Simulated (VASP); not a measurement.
# InP (Fm-3m) in VASP: further runs

Runs on InP. Level: PBE. Tasks: electric field gradients.

All numbers are computed with VASP 6.6.1; they aren't measurements. Logs are shortened: lines on timing, memory, paths and dates and some standing lists are left out, and cuts for length are marked.

**1. The cell of the first run**

It takes space group Fm-3m (No. 225, cubic). Conventional cell: a = 5.822 Å, b = 5.822 Å, c = 5.822 Å, α = 90.00°, β = 90.00°, γ = 90.00°. Within 3.8 Å of In (site symmetry m-3m) lie 6 P at 2.91 Å. P (site symmetry m-3m) has 6 In at 2.91 Å within 3.8 Å.

**2. Electric field gradients, PBE (volume scaled by 1.06)**

The input, INCAR:

```
SYSTEM = InP
PREC = Accurate
ENCUT = 520
EDIFF = 1E-8
ISMEAR = -1
SIGMA = 0.03
LREAL = .False.
LASPH = .True.
NELM = 100
ALGO = Normal
ISIF = 2
LWAVE = .False.
LCHARG = .False.
GGA = PE
LEFG = .True.
NBANDS = 16
```

The input, KPOINTS:

```
Automatic mesh
0
Gamma
  11 11 11
  0 0 0
```

The input, POSCAR:

```
InP
1.0
    0.0000000000      2.9109946080      2.9109946080
    2.9109946080      0.0000000000      2.9109946080
    2.9109946080      2.9109946080      0.0000000000
In P
1 1
Direct
    0.0000000000      0.0000000000      0.0000000000
    0.5000000000      0.5000000000      0.5000000000
```

Potentials or basis: VASP PAW PBE potentials, release 64 (In_d, P).

On the command line:

```console
$ cat potpaw_PBE.64/In_d/POTCAR potpaw_PBE.64/P/POTCAR > POTCAR
$ mpirun -np 1 vasp_std > vasp.out
```

OUTCAR:

```text
SYSTEM = InP
   PREC = Accurate
   ENCUT = 520
   EDIFF = 1E-8
   ISMEAR = -1
   LREAL = .False.
   LASPH = .True.
   NELM = 100
   ISIF = 2
   GGA = PE

 ion  position               nearest neighbor table
   1  0.000  0.000  0.000-   2 2.91   2 2.91   2 2.91   2 2.91   2 2.91   2 2.91
   2  0.500  0.500  0.500-   1 2.91   1 2.91   1 2.91   1 2.91   1 2.91   1 2.91

  LATTYP: Found a face centered cubic cell.
 ALAT       =     5.8219892160

  Lattice vectors:

 A1 = (   0.0000000000,   2.9109946080,   2.9109946080)
 A2 = (   2.9109946080,   0.0000000000,   2.9109946080)
 A3 = (   2.9109946080,   2.9109946080,   0.0000000000)

Analysis of symmetry for initial positions (statically):
=====================================================================
 Subroutine PRICEL returns:
 Original cell was already a primitive cell.

 Routine SETGRP: Setting up the symmetry group for a
 face centered cubic supercell.

 Subroutine GETGRP returns: Found 48 space group operations
 (whereof 48 operations were pure point group operations)
 out of a pool of 48 trial point group operations.

The static configuration has the point symmetry O_h .

Analysis of symmetry for dynamics (positions and initial velocities):
=====================================================================
 Subroutine PRICEL returns:
 Original cell was already a primitive cell.

 Routine SETGRP: Setting up the symmetry group for a
 face centered cubic supercell.

 Subroutine GETGRP returns: Found 48 space group operations
 (whereof 48 operations were pure point group operations)
 out of a pool of 48 trial point group operations.

The dynamic configuration has the point symmetry O_h .

 Subroutine INISYM returns: Found 48 space group operations
 (whereof 48 operations are pure point group operations),
 and found     1 'primitive' translations

----------------------------------------------------------------------------------------

                                     Primitive cell

  volume of cell :      49.3349

  direct lattice vectors                    reciprocal lattice vectors
     0.000000000  2.910994608  2.910994608    -0.171762599  0.171762599  0.171762599
     2.910994608  0.000000000  2.910994608     0.171762599 -0.171762599  0.171762599
     2.910994608  2.910994608  0.000000000     0.171762599  0.171762599 -0.171762599

  length of vectors
     4.116768055  4.116768055  4.116768055     0.297501549  0.297501549  0.297501549

  position of ions in fractional coordinates (direct lattice)
     0.000000000  0.000000000  0.000000000
     0.500000000  0.500000000  0.500000000

  ion indices of the primitive-cell ions
   primitive index   ion index
                 1           1
                 2           2

----------------------------------------------------------------------------------------

 KPOINTS: Automatic mesh

Automatic generation of k-mesh.
 Grid dimensions read from file:
 generate k-points for:   11   11   11

 Generating k-lattice:

  Cartesian coordinates                     Fractional coordinates (reciprocal lattice)
    -0.015614782  0.015614782  0.015614782     0.090909091  0.000000000  0.000000000
     0.015614782 -0.015614782  0.015614782     0.000000000  0.090909091  0.000000000
     0.015614782  0.015614782 -0.015614782     0.000000000  0.000000000  0.090909091

  Length of vectors
     0.027045595  0.027045595  0.027045595

  Shift w.r.t. Gamma in fractional coordinates (k-lattice)
     0.000000000  0.000000000  0.000000000

 Subroutine IBZKPT returns following result:
 ===========================================

 Found     56 irreducible k-points:

 Following reciprocal coordinates:
            Coordinates               Weight
  0.000000  0.000000  0.000000      1.000000
  0.090909  0.000000  0.000000      8.000000
  0.181818  0.000000  0.000000      8.000000
  0.272727  0.000000  0.000000      8.000000
  0.363636  0.000000  0.000000      8.000000
  0.454545  0.000000  0.000000      8.000000
[... 16 lines left out ...]
 -0.272727  0.181818  0.000000     24.000000
 -0.181818  0.181818  0.000000     12.000000
 [... further k-points ...]
   k-points           NKPTS =     56   k-points in BZ     NKDIM =     56   number of bands    NBANDS=     16
   number of dos      NEDOS =    301   number of ions     NIONS =      2
   total plane-waves  NPLWV =  32768
   dimension x,y,z NGX =    32 NGY =   32 NGZ =   32
   dimension x,y,z NGXF=    64 NGYF=   64 NGZF=   64
   ions per type =               1   1
   NGX,Y,Z   is equivalent  to a cutoff of  12.92, 12.92, 12.92 a.u.
   NGXF,Y,Z  is equivalent  to a cutoff of  25.84, 25.84, 25.84 a.u.
 SYSTEM =  InP
   PREC   = accura    normal or accurate (medium, high low for compatibility)
   ISTART =      0    job   : 0-new  1-cont  2-samecut
   ICHARG =      2    charge: 1-file 2-atom 10-const
   ISPIN  =      1    spin polarized calculation?
   LNONCOLLINEAR =      F non collinear calculations
   LSORBIT =      F    spin-orbit coupling
   LASPH  =      T    aspherical Exc in radial PAW
   ENCUT  =  520.0 eV  38.22 Ry    6.18 a.u.   7.65  7.65  7.65*2*pi/ulx,y,z
   NELM   =    100;   NELMIN=  2; NELMDL= -5     # of ELM steps
   EDIFF  = 0.1E-07   stopping-criterion for ELM
   LREAL  =      F    real-space projection
   EDIFFG = 0.1E-06   stopping-criterion for IOM
   NSW    =      0    number of steps for IOM
   IBRION =     -1    ionic relax: 0-MD 1-quasi-New 2-CG
   NFREE  =      0    steps in history (QN), initial steepest desc. (CG)
   ISIF   =      2    stress and relaxation
   ISYM   =      2    0-nonsym 1-usesym 2-fastsym
   POTIM  = 0.5000    time-step for ionic-motion
   TEBEG  =    0.0;   TEEND  =   0.0 temperature during run
   PSTRESS=    0.0 pullay stress
   NELECT =      18.0000    total number of electrons
   NUPDOWN=      -1.0000    fix difference up-down
   EMIN   =  10.00;   EMAX   =-10.00  energy-range for DOS
   EFERMI =   0.00;   METHOD = LEGACY
   ISMEAR =    -1;   SIGMA  =   0.03  broadening in eV -4-tet -1-fermi 0-gaus
   EFERMI_NEDOS =   21; number of points for ismear=-14 and -15
   IALGO  =     38    algorithm
   IMIX   =      4    mixing-type and parameters
     AMIX     =   0.40;   BMIX     =  1.00
     AMIX_MAG =   1.60;   BMIX_MAG =  1.00
  volume/ion in A,a.u.               =      24.67       166.46
  Fermi-wavevector in a.u.,A,eV,Ry     =   1.169807  2.210615 18.618875  1.368449
  Thomas-Fermi vector in A             =   2.306275
   LORBIT       =      0    0 simple, 1 ext, 2 COOP (PROOUT), +10 PAW based schemes
   GGA     = PE    functional components
   LHFCALC =     F    Hartree Fock is set to
   AEXX    =    0.0000 exact exchange contribution
   IVDW    =     0    specifies the selected vdW correction
   LEPSILON=     F    determine dielectric tensor
   LRPA    =     F    only Hartree local field effects (RPA)
 non-spin polarized calculation
  energy-cutoff  :      520.00
  volume of cell :       49.33
 maximum number of plane-waves:      1363
   NGX = 15   NGY = 15   NGZ = 15

 number of electron      17.9999997 magnetization

 Free energy of the ion-electron system (eV)
  ---------------------------------------------------
  ext. energy  EPLUGINS =         0.00000000
  ---------------------------------------------------
  free energy    TOTEN  =        -7.73339509 eV

  energy without entropy =       -7.73041668  energy(sigma->0) =       -7.73190588

 E-fermi :   5.3045     XC(G=0):  -9.7176

 val. band max:        5.2967505549   @ k =   0.4545   0.2727   0.0000
 cond. band min:       5.3385416282   @ k =  -0.0909   0.0909   0.0000
 fundamental gap:      0.0417910733
 Fermi energy:         5.3045023122

 k-point     1 :       0.0000    0.0000    0.0000
  band No.  band energies     occupation
      1      -8.7468      2.00000
      2      -8.7468      2.00000
      3      -8.7359      2.00000
      4      -8.7359      2.00000
      5      -8.7359      2.00000
      6      -5.6712      2.00000
[... 8 lines left out ...]
     15      12.9206      0.00000
     16      12.9206      0.00000

 k-point     2 :       0.0909    0.0000    0.0000
  band No.  band energies     occupation
      1      -8.7489      2.00000
      2      -8.7489      2.00000
      3      -8.7357      2.00000
      4      -8.7327      2.00000
      5      -8.7327      2.00000
      6      -5.5861      2.00000
[... 8 lines left out ...]
     15      12.7866      0.00000
     16      13.1083      0.00000
[... 387 lines left out ...]
      5      -8.7016      2.00000
      6      -4.3712      2.00000
[... 8 lines left out ...]
     15      14.8727      0.00000
     16      16.9840      0.00000

 k-point    24 :      -0.1818    0.1818    0.0000
  band No.  band energies     occupation
      1      -8.7708      2.00000
      2      -8.7676      2.00000
      3      -8.7327      2.00000
      4      -8.7146      2.00000
      5      -8.7049      2.00000
      6      -4.8064      2.00000
[... 8 lines left out ...]
     15      14.6707      0.00000
     16      15.8780      0.00000

 [... further k-points ...]
[... 5 lines left out ...]
  --------------------------------------------------------------------------------------
  -------------------------------------------------------------------------------------
  Total       -2.3489641     -2.3489641     -2.3489641     -0.0000000     -0.0000000      0.0000000
  in kB      -76.2838779    -76.2838779    -76.2838779     -0.0000000     -0.0000000      0.0000000
  external PRESSURE =     -76.2838779 kB  Pullay stress =       0.0000000 kB

 VOLUME and BASIS-vectors are now :
 -----------------------------------------------------------------------------
  energy-cutoff  :      520.00
  volume of cell :       49.33
      direct lattice vectors                 reciprocal lattice vectors
     0.000000000  2.910994608  2.910994608    -0.171762599  0.171762599  0.171762599
     2.910994608  0.000000000  2.910994608     0.171762599 -0.171762599  0.171762599
     2.910994608  2.910994608  0.000000000     0.171762599  0.171762599 -0.171762599

 POSITION                                       TOTAL-FORCE (eV/Angst)
 -----------------------------------------------------------------------------------
      0.00000      0.00000      0.00000         0.000000     -0.000000      0.000000
      2.91099      2.91099      2.91099        -0.000000      0.000000     -0.000000
 -----------------------------------------------------------------------------------
    total drift:                                0.000000     -0.000000     -0.000000

  FREE ENERGIE OF THE ION-ELECTRON SYSTEM (eV)
  ---------------------------------------------------
  free  energy   TOTEN  =        -7.7333950851 eV

  energy  without entropy=       -7.7304166809  energy(sigma->0) =       -7.73190588

 Electric field gradients (V/A^2)
---------------------------------------------------------------------
 ion       V_xx      V_yy      V_zz      V_xy      V_xz      V_yz
---------------------------------------------------------------------
   1       0.000    -0.000     0.000     0.002     0.002     0.002
   2      -0.000     0.000    -0.000    -0.000    -0.000    -0.000
---------------------------------------------------------------------

 Electric field gradients after diagonalization (V/A^2)
 (convention: |V_zz| > |V_xx| > |V_yy|)
----------------------------------------------------------------------
 ion       V_xx      V_yy      V_zz     asymmetry (V_yy - V_xx)/ V_zz
----------------------------------------------------------------------
   1      -0.002    -0.002     0.004       0.000
   2       0.000     0.000    -0.000       0.000
----------------------------------------------------------------------

           NMR quadrupolar parameters

 Cq : quadrupolar parameter    Cq=e*Q*V_zz/h
 eta: asymmetry parameters     (V_yy - V_xx)/ V_zz
 Q  : nuclear electric quadrupole moment in mb (millibarn)
----------------------------------------------------------------------
 ion       Cq(MHz)       eta       Q (mb)
----------------------------------------------------------------------
   1       0.000       0.000       1.000
   2      -0.000       0.000       1.000
----------------------------------------------------------------------
```

It took 23 s on 1 thread of Intel Xeon Platinum 8488C (Sapphire Rapids), shared host; peak memory 0.19 GiB.

What came out:

- Free energy: -7.7334 eV
- Pressure: -7.6 GPa
- Band gap on the k mesh: zero (band 9 reaches 5.59 eV, above the bottom of band 10 at 3.48 eV)

Caveat: without QUAD_EFG the Cq values of the log hold for a quadrupole moment of 1 mb, not for the nuclei; spin-orbit coupling is left out, which moves the levels of the heavy elements.

[end of part 1 of 3]
